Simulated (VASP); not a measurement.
NaCl:

```
Na Cl
1.0
    -0.18183    3.02893    3.02893
     3.02893   -0.18183    3.02893
     3.02893    3.02893   -0.18183
Na Cl
1 1
Direct
  0.99285 0.99285 0.99285
  0.25715 0.25715 0.25715
```

This cell differs from its parent crystal: epitaxial 111 strain +4.0%.

Base run:

| Property | Result |
| --- | --- |
| Program | VASP 6.6.1 |
| Functional | r2SCAN |
| Potentials or basis | VASP PAW PBE potentials, release 64 (Na_pv, Cl) |
| Cutoff | 550 eV |
| k mesh | 8 × 8 × 8 |
| Occupations | gaussian, width 0.01 eV |
| Spin | no spin polarisation |

Its results: band gap on the k mesh 5.32 eV; pressure -0.7 GPa.

Problem. The run is repeated on the same cell with these changes: functional from r2SCAN to PBE; cutoff from 550 eV to 500 eV; k mesh from 8 × 8 × 8 to 4 × 4 × 4. What comes out?

Solution. Band gap on the k mesh 4.70 eV; pressure 0.0 GPa.

Several settings changed at once.

Caveats: some runs use coarse meshes; the PAW data sets were made with another functional, which shifts forces and pressure a little (at least some runs).

A k mesh can miss the band edges.
